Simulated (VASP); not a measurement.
# AlGa5P6 in VASP: notebook, part 3 of 3

VASP 6.6.1. The steps go on from the part before.

### 6 Single point, PBE

Input file INCAR:

```
SYSTEM = AlGa5P6
PREC = Accurate
ENCUT = 520
EDIFF = 1E-6
ISMEAR = 0
SIGMA = 0.02
LREAL = .FALSE.
LASPH = .TRUE.
NELM = 80
ALGO = Normal
ISIF = 2
LWAVE = .FALSE.
LCHARG = .FALSE.
GGA = PE
NBANDS = 61
```

Input file KPOINTS:

```
regular mesh
0
G
  6 6 4
  0 0 0
```

Input file POSCAR:

```
AlGa5P6
1.0
    6.7256189159      0.0000000000      0.0000000000
   -3.3628094579      5.8245568373      0.0000000000
    0.0000000000      0.0000000000      6.3939331215
Al Ga P
1 5 6
Direct
    0.0000000000      0.0000000000      0.4992169850
    0.3333333333      0.6666666667      0.4999590524
    0.6666666667      0.3333333333      0.4999590524
    0.0000000000      0.6666391429      0.0001437978
    0.6666391429      0.0000000000      0.0001437978
    0.3333608571      0.3333608571      0.0001437978
    0.3333333333      0.6666666667      0.8742551010
    0.0000000000      0.0000000000      0.8730111110
    0.6666666667      0.3333333333      0.8742551010
    0.0000000000      0.6669665478      0.3743040881
    0.6669665478      0.0000000000      0.3743040881
    0.3330334522      0.3330334522      0.3743040881
```

Potentials or basis: VASP PAW PBE potentials, release 64 (Al, Ga_d, P).

Command:

```sh
> cat potpaw_PBE.64/Al/POTCAR potpaw_PBE.64/Ga_d/POTCAR potpaw_PBE.64/P/POTCAR > POTCAR
> mpirun -np 1 vasp_std > vasp.out
```

OUTCAR:

```text
SYSTEM = AlGa5P6
   PREC = Accurate
   ENCUT = 520
   EDIFF = 1E-6
   ISMEAR = 0
   LREAL = .FALSE.
   LASPH = .TRUE.
   NELM = 80
   ISIF = 2
   GGA = PE

 ion  position               nearest neighbor table
   1  0.000  0.000  0.499-  10 2.38  12 2.38  11 2.38   8 2.39
   2  0.333  0.667  0.500-  10 2.38  11 2.38  12 2.38   7 2.39
   3  0.667  0.333  0.500-  11 2.38  10 2.38  12 2.38   9 2.39
   4  0.000  0.667  0.000-   7 2.38   9 2.38   8 2.38  10 2.39
   5  0.667  0.000  0.000-   9 2.38   7 2.38   8 2.38  11 2.39
   6  0.333  0.333  0.000-   7 2.38   9 2.38   8 2.38  12 2.39
   7  0.333  0.667  0.874-   4 2.38   5 2.38   6 2.38   2 2.39
   8  0.000  0.000  0.873-   4 2.38   6 2.38   5 2.38   1 2.39
   9  0.667  0.333  0.874-   5 2.38   4 2.38   6 2.38   3 2.39
  10  0.000  0.667  0.374-   1 2.38   2 2.38   3 2.38   4 2.39
  11  0.667  0.000  0.374-   1 2.38   3 2.38   2 2.38   5 2.39
  12  0.333  0.333  0.374-   1 2.38   2 2.38   3 2.38   6 2.39

  LATTYP: Found a hexagonal cell.
 ALAT       =     6.7256189159
 C/A-ratio  =     0.9506832310

  Lattice vectors:

 A1 = (   6.7256189159,   0.0000000000,   0.0000000000)
[... 1738 lines left out ...]

------------------------ aborting loop because EDIFF is reached ----------------------------------------

  FORCE on cell =-STRESS in cart. coord.  units (eV):
  Direction    XX          YY          ZZ          XY          YZ          ZX
  --------------------------------------------------------------------------------------
  -------------------------------------------------------------------------------------
  Total       -0.0389123     -0.0389123      0.0100986     -0.0000000     -0.0000000      0.0000000
  in kB       -0.2489052     -0.2489052      0.0645965     -0.0000000     -0.0000000      0.0000000
  external PRESSURE =      -0.1444047 kB  Pullay stress =       0.0000000 kB

 VOLUME and BASIS-vectors are now :
 -----------------------------------------------------------------------------
  energy-cutoff  :      520.00
  volume of cell :      250.47
      direct lattice vectors                 reciprocal lattice vectors
     6.725618916  0.000000000  0.000000000     0.148685201  0.085843441  0.000000000
    -3.362809458  5.824556837  0.000000000     0.000000000  0.171686882  0.000000000
     0.000000000  0.000000000  6.393933121     0.000000000  0.000000000  0.156398258

 POSITION                                       TOTAL-FORCE (eV/Angst)
 -----------------------------------------------------------------------------------
      0.00000      0.00000      3.19196        -0.000000      0.000000      0.001030
     -0.00000      3.88304      3.19670        -0.000000      0.000000     -0.002416
      3.36281      1.94152      3.19670        -0.000000      0.000000     -0.002416
     -2.24178      3.88288      0.00092         0.000387     -0.000671     -0.001470
      4.48356      0.00000      0.00092        -0.000775      0.000000     -0.001470
      1.12103      1.94168      0.00092         0.000387      0.000671     -0.001470
     -0.00000      3.88304      5.58993        -0.000000      0.000000      0.001525
      0.00000      0.00000      5.58197        -0.000000      0.000000     -0.004700
      3.36281      1.94152      5.58993        -0.000000      0.000000      0.001525
     -2.24288      3.88478      2.39328        -0.002527      0.004377      0.003287
      4.48576      0.00000      2.39328         0.005055      0.000000      0.003287
      1.11993      1.93977      2.39328        -0.002527     -0.004377      0.003287
 -----------------------------------------------------------------------------------
    total drift:                                0.000000      0.000001     -0.000514

  FREE ENERGIE OF THE ION-ELECTRON SYSTEM (eV)
  ---------------------------------------------------
  free  energy   TOTEN  =       -55.8981263624 eV

  energy  without entropy=      -55.8981263624  energy(sigma->0) =      -55.89812636
```

Wall time 10 min (1 thread of Oxide Virtual Turin-like, shared host); peak memory 0.46 GiB.

What came out:

```
Free energy            : -55.8981 eV
Pressure               : 0.0 GPa
Largest force          : 0.006 eV/Å
Band gap on the k mesh : 1.40 eV
```

Forces on the atoms (eV/Å):
```
Al   0.000  0.000  0.001
Ga   0.000  0.000 -0.002
Ga   0.000  0.000 -0.002
Ga   0.000 -0.001 -0.001
Ga  -0.001  0.000 -0.001
Ga   0.000  0.001 -0.001
P    0.000  0.000  0.002
P    0.000  0.000 -0.005
P    0.000  0.000  0.002
P   -0.003  0.004  0.003
P    0.005  0.000  0.003
P   -0.003 -0.004  0.003
```

Levels at points of the mesh, in eV from the valence-band top:
```tsv
k point	band 46	band 47	band 48	band 49	band 50	band 51	band 52	band 53
(0.00, 0.00, 0.00)	-1.14	-0.16	0.00	0.00	1.40	1.90	2.31	2.31
(0.50, 0.00, 0.00)	-1.17	-1.12	-1.11	-1.06	1.60	2.86	3.23	3.23
(0.00, 0.00, 0.50)	-0.69	-0.69	-0.59	-0.59	2.11	2.16	2.43	2.43
(0.50, 0.00, 0.50)	-1.98	-1.97	-1.96	-1.92	1.68	1.83	2.99	3.04
```

### 7 Single point, PBE

Input file INCAR:

```
PREC = Accurate ; ENCUT = 520
EDIFF = 1E-6 ; ISMEAR = 0
SIGMA = 0.02 ; LREAL = False
LASPH = True ; NELM = 80
ALGO = Normal ; ISIF = 2
LWAVE = False ; LCHARG = False
GGA = PE ; NBANDS = 61
```

Input file KPOINTS:

```
Automatic mesh
0
Gamma
  6 6 4
```

POSCAR is that of step 6.

Potentials or basis: VASP PAW PBE potentials, release 64 (Al, Ga_d, P).

Command:

```sh
> cat potpaw_PBE.64/Al/POTCAR potpaw_PBE.64/Ga_d/POTCAR potpaw_PBE.64/P/POTCAR > POTCAR
> mpirun -np 1 vasp_std > vasp.out
```

OUTCAR:

```text
PREC = Accurate
   ENCUT = 520
   EDIFF = 1E-6
   ISMEAR = 0
   LREAL = False
   LASPH = True
   NELM = 80
   ISIF = 2
   GGA = PE

 ion  position               nearest neighbor table
   1  0.000  0.000  0.499-  10 2.38  12 2.38  11 2.38   8 2.39
   2  0.333  0.667  0.500-  10 2.38  11 2.38  12 2.38   7 2.39
   3  0.667  0.333  0.500-  11 2.38  10 2.38  12 2.38   9 2.39
   4  0.000  0.667  0.000-   7 2.38   9 2.38   8 2.38  10 2.39
   5  0.667  0.000  0.000-   9 2.38   7 2.38   8 2.38  11 2.39
   6  0.333  0.333  0.000-   7 2.38   9 2.38   8 2.38  12 2.39
   7  0.333  0.667  0.874-   4 2.38   5 2.38   6 2.38   2 2.39
   8  0.000  0.000  0.873-   4 2.38   6 2.38   5 2.38   1 2.39
   9  0.667  0.333  0.874-   5 2.38   4 2.38   6 2.38   3 2.39
  10  0.000  0.667  0.374-   1 2.38   2 2.38   3 2.38   4 2.39
  11  0.667  0.000  0.374-   1 2.38   3 2.38   2 2.38   5 2.39
  12  0.333  0.333  0.374-   1 2.38   2 2.38   3 2.38   6 2.39

  LATTYP: Found a hexagonal cell.
 ALAT       =     6.7256189159
 C/A-ratio  =     0.9506832310

[... 211 lines left out ...]
      4     -10.1558      2.00000
      5     -10.1370      2.00000
      6     -10.0865      2.00000
[... 1525 lines left out ...]
     60       8.2744      0.00000
     61       8.5697      0.00000

------------------------ aborting loop because EDIFF is reached ----------------------------------------

  FORCE on cell =-STRESS in cart. coord.  units (eV):
  Direction    XX          YY          ZZ          XY          YZ          ZX
  --------------------------------------------------------------------------------------
  -------------------------------------------------------------------------------------
  Total       -0.0389123     -0.0389123      0.0100986     -0.0000000     -0.0000000      0.0000000
  in kB       -0.2489052     -0.2489052      0.0645965     -0.0000000     -0.0000000      0.0000000
  external PRESSURE =      -0.1444047 kB  Pullay stress =       0.0000000 kB

 VOLUME and BASIS-vectors are now :
 -----------------------------------------------------------------------------
  energy-cutoff  :      520.00
  volume of cell :      250.47
      direct lattice vectors                 reciprocal lattice vectors
     6.725618916  0.000000000  0.000000000     0.148685201  0.085843441  0.000000000
    -3.362809458  5.824556837  0.000000000     0.000000000  0.171686882  0.000000000
     0.000000000  0.000000000  6.393933121     0.000000000  0.000000000  0.156398258

 POSITION                                       TOTAL-FORCE (eV/Angst)
 -----------------------------------------------------------------------------------
      0.00000      0.00000      3.19196        -0.000000      0.000000      0.001030
     -0.00000      3.88304      3.19670        -0.000000      0.000000     -0.002416
      3.36281      1.94152      3.19670        -0.000000      0.000000     -0.002416
     -2.24178      3.88288      0.00092         0.000387     -0.000671     -0.001470
      4.48356      0.00000      0.00092        -0.000775      0.000000     -0.001470
      1.12103      1.94168      0.00092         0.000387      0.000671     -0.001470
     -0.00000      3.88304      5.58993        -0.000000      0.000000      0.001525
      0.00000      0.00000      5.58197        -0.000000      0.000000     -0.004700
      3.36281      1.94152      5.58993        -0.000000      0.000000      0.001525
     -2.24288      3.88478      2.39328        -0.002527      0.004377      0.003287
      4.48576      0.00000      2.39328         0.005055      0.000000      0.003287
      1.11993      1.93977      2.39328        -0.002527     -0.004377      0.003287
 -----------------------------------------------------------------------------------
    total drift:                                0.000000      0.000001     -0.000514

  FREE ENERGIE OF THE ION-ELECTRON SYSTEM (eV)
  ---------------------------------------------------
  free  energy   TOTEN  =       -55.8981263624 eV

  energy  without entropy=      -55.8981263624  energy(sigma->0) =      -55.89812636
```

stdout:

```text
POSCAR found type information on POSCAR AlGaP
 POSCAR found :  3 types and      12 ions
 scaLAPACK will be used
 LDA part: xc-table for (Slater+PW92), standard interpolation
 POSCAR, INCAR and KPOINTS ok, starting setup
 FFT: planning ... GRIDC
 FFT: planning ... GRID_SOFT
 FFT: planning ... GRID
 WAVECAR not read
 entering main loop
```

It took 7.1 min on 1 thread of Oxide Virtual Turin-like, shared host; peak memory 0.46 GiB.

Results:

```yaml
Free_energy: -55.8981 eV
Pressure: 0.0 GPa
Largest_force: 0.006 eV/Å
Band_gap_on_the_k_mesh: 1.40 eV
```

Forces on the atoms (eV/Å):
```
Al   0.000  0.000  0.001
Ga   0.000  0.000 -0.002
Ga   0.000  0.000 -0.002
Ga   0.000 -0.001 -0.001
Ga  -0.001  0.000 -0.001
Ga   0.000  0.001 -0.001
P    0.000  0.000  0.002
P    0.000  0.000 -0.005
P    0.000  0.000  0.002
P   -0.003  0.004  0.003
P    0.005  0.000  0.003
P   -0.003 -0.004  0.003
```

A k mesh can miss the band edges.

### 8 Overview

| cell | k mesh | smearing | gap on the mesh (eV) | pressure (GPa) | largest force (eV/Å) |
| --- | --- | --- | --- | --- | --- |
| a = 6.394, b = 6.726, c = 6.726 Å, angles 120.0, 90.0, 90.0°, 12 atoms, atomic positions A | 2 × 3 × 3 | gaussian 0.1 eV | 1.40 | -0.1 | 0.01 |
| a = 6.521, b = 6.521, c = 6.206 Å, angles 90.0, 90.0, 120.0°, 12 atoms, atomic positions B | 3 × 3 × 4 | gaussian 0.1 eV | 1.61 | 8.6 | 0.07 |
| a = 6.717, b = 6.717, c = 6.381 Å, angles 90.0, 90.0, 120.0°, 12 atoms, atomic positions C | 3 × 3 × 4 | gaussian 0.1 eV | 1.41 | 0.3 | 0.02 |
| a = 6.394, b = 6.722, c = 6.722 Å, angles 120.0, 90.0, 90.0°, 12 atoms, atomic positions D | 2 × 3 × 3 | gaussian 0.1 eV | 1.40 | 0.0 | 0.01 |
| a = 6.726, b = 6.726, c = 6.394 Å, angles 90.0, 90.0, 120.0°, 12 atoms, atomic positions A | 6 × 6 × 4 | gaussian 0.02 eV | 1.40 | 0.0 | 0.01 |

Alike in all rows: task single point; level PBE; potentials or basis VASP PAW PBE potentials, release 64 (Al, Ga_d, P); no spin polarisation; cutoff (eV) 520.

Caveats: some runs use coarse meshes; the cell stands under pressure (at least some runs).

Total energies depend on the potentials used, so only differences within one code and one set of settings carry meaning.
